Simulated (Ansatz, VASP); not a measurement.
**Sn2As3 in VASP and in Ansatz**

Contents of INCAR:

```
SYSTEM = Sn2As3
ALGO     = Normal         ! electronic algorithm
EDIFF    = 1E-7           ! SCF threshold, eV
EDIFFG   = -0.01          ! ionic threshold
ENCUT    = 600            ! plane-wave cutoff, eV
GGA      = PE             ! functional
IBRION   = 2              ! ionic algorithm
ISIF     = 3              ! what is computed and relaxed
ISMEAR   = 0              ! smearing method
LASPH    = .True.         ! aspherical terms in the spheres
LCHARG   = .False.        ! write CHGCAR
LREAL    = .False.        ! projectors in reciprocal space
LWAVE    = .False.        ! write WAVECAR
NELM     = 100            ! most SCF steps
NSW      = 100            ! ionic steps
PREC     = Accurate       ! precision mode
SIGMA    = 0.1            ! smearing width, eV
```

File KPOINTS:

```
k-points
0
Gamma
  12 12 4
  0 0 0
```

The input POSCAR:

```
Sn2As3
1.0
    4.0118049435      0.0000000000      0.0000000000
   -2.0059024717      3.4743249961      0.0000000000
    0.0000000000      0.0000000000      9.2742374598
Sn As
2 3
Direct
    0.3333333333      0.6666666667      0.1836282964
    0.6666666667      0.3333333333      0.8163717036
    0.0000000000      0.0000000000      0.0000000000
    0.3333333333      0.6666666667      0.5687509808
    0.6666666667      0.3333333333      0.4312490192
```

Input for Ansatz:

```yaml
crystal:
  lattice:
    - [4.0118049435, 0.0, 0.0]
    - [-2.0059024717, 3.4743249961, 0.0]
    - [0.0, 0.0, 9.2742374598]
  atoms:
    - { symbol: Sn, position: [0.3333333333, 0.6666666667, 0.1836282964] }
    - { symbol: Sn, position: [0.6666666667, 0.3333333333, 0.8163717036] }
    - { symbol: As, position: [0.0, 0.0, 0.0] }
    - { symbol: As, position: [0.3333333333, 0.6666666667, 0.5687509808] }
    - { symbol: As, position: [0.6666666667, 0.3333333333, 0.4312490192] }
basis:
  ecutwfc: 420
kpoints:
  mp_grid: { grid: [12, 12, 4] }
hamiltonian:
  xc: pbe
scf:
  occupations: { method: gaussian, width: 0.1 }
output:
  forces: true
  stress: true
  eigenvalues: true
relax:
  adjacent_minimum: "off"
  f_tol: 0.01
  max_steps: 80
  cell: { stress_tol: 0.05 }
```

Alike in both runs: task relaxation of cell and atoms; functional PBE; k mesh 12 × 12 × 4; occupations gaussian, width 0.1 eV; no spin polarisation.

|  | VASP | Ansatz |
| --- | --- | --- |
| version | VASP 6.6.1 | Ansatz 0.2.0 |
| potentials or method | VASP PAW PBE potentials, release 64 (Sn_d, As), cutoff 600 eV | scalar-relativistic, plane waves, PAW |
| valence electrons in the cell | 43 | 73 |

|  | VASP | Ansatz | Ansatz less VASP |
| --- | --- | --- | --- |
| gap on the k mesh at the Fermi level, each at its own relaxed structure (eV) | none | none | - |
| relaxed volume (Å³/atom) | 25.50 | 25.49 | -0.012 |
| relaxed cell length with the largest relative difference (Å) | 3.900 | 3.899 | -0.0016 |

A gap of «none» marks a metal or a gap that the smearing closes. VASP's potentials hold 43 valence electrons a cell and Ansatz's 73, so a difference there can come from the potentials and not from the codes.
